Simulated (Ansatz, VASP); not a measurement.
# One calculation of TiSi2, two programs

File INCAR:

```
SYSTEM = TiSi2
PREC     = Accurate       ! precision mode
ENCUT    = 520            ! plane-wave cutoff, eV
EDIFF    = 1E-8           ! SCF threshold, eV
ISMEAR   = -1             ! smearing method
SIGMA    = 0.08           ! smearing width, eV
LREAL    = .FALSE.        ! projectors in reciprocal space
LASPH    = .TRUE.         ! aspherical terms in the spheres
NELM     = 60             ! most SCF steps
ALGO     = Normal         ! electronic algorithm
ISIF     = 2              ! what is computed and relaxed
LWAVE    = .FALSE.        ! write WAVECAR
LCHARG   = .FALSE.        ! write CHGCAR
GGA      = PE             ! functional
LEFG     = .TRUE.       
NBANDS   = 29             ! bands
```

Contents of KPOINTS:

```
Automatic mesh
0
G
  8 8 8
  0 0 0
```

Contents of POSCAR:

```
TiSi2
1.0
    0.0000000000      4.0356400000      4.2615000000
    2.3387700000      0.0000000000      4.2615000000
    2.3387700000      4.0356400000      0.0000000000
Ti Si
2 4
Direct
    0.7500000000      0.7500000000      0.7500000000
    0.5000000000      0.5000000000      0.5000000000
    0.0830000000      0.4170000000      0.0830000000
    0.4170000000      0.0830000000      0.4170000000
    0.1670000000      0.8330000000      0.1670000000
    0.8330000000      0.1670000000      0.8330000000
```

Input for Ansatz:

```yaml
crystal:
  lattice:
    - [0.0, 4.03564, 4.2615]
    - [2.33877, 0.0, 4.2615]
    - [2.33877, 4.03564, 0.0]
  atoms:
    - { symbol: Ti, position: [0.75, 0.75, 0.75] }
    - { symbol: Ti, position: [0.5, 0.5, 0.5] }
    - { symbol: Si, position: [0.083, 0.417, 0.083] }
    - { symbol: Si, position: [0.417, 0.083, 0.417] }
    - { symbol: Si, position: [0.167, 0.833, 0.167] }
    - { symbol: Si, position: [0.833, 0.167, 0.833] }
kpoints:
  mp_grid: { grid: [8, 8, 8] }
scf:
  occupations: { method: fermi_dirac, width: 0.08 }
hamiltonian:
  xc: pbe
  pseudopotentials: { kind: paw }
output:
  forces: true
  stress: true
  eigenvalues: true
  efg: { contact_densities: true }
  write_density: true
  write_potential: true
  elf: true
  volumetric_format: npy
```

Change from the starting cell: equal xx and yy strain of -2 %, PAW files.

Alike in both runs: task electric field gradients; functional PBE; k mesh 8 × 8 × 8; occupations fermi-dirac, width 0.08 eV; no spin polarisation.

|  | VASP | Ansatz |
| --- | --- | --- |
| version | VASP 6.6.1 | Ansatz 0.2.0 |
| potentials or method | VASP PAW PBE potentials, release 64 (Ti_sv, Si) | PAW with Ansatz's default frozen-core files, scalar-relativistic |
| plane-wave cutoff (eV) | 520 | 420 |
| valence electrons in the cell | 40 | 40 |

Ansatz gave:

* pressure (GPa): 8.5
* traceless stress, the component that is largest in VASP (GPa): -4.21
* rms of the force components (eV/Å): 0.116
* size of Vzz on the site where it differs most (V/Å²): 7.9

Q: Estimate VASP's values.

A: Pressure (GPa): 8.5; traceless stress, the component that is largest in VASP (GPa): -4.20; rms of the force components (eV/Å): 0.116; size of Vzz on the site where it differs most (V/Å²): 7.1.

Atom by atom the forces differ by 0.000 eV/Å (rms over components).
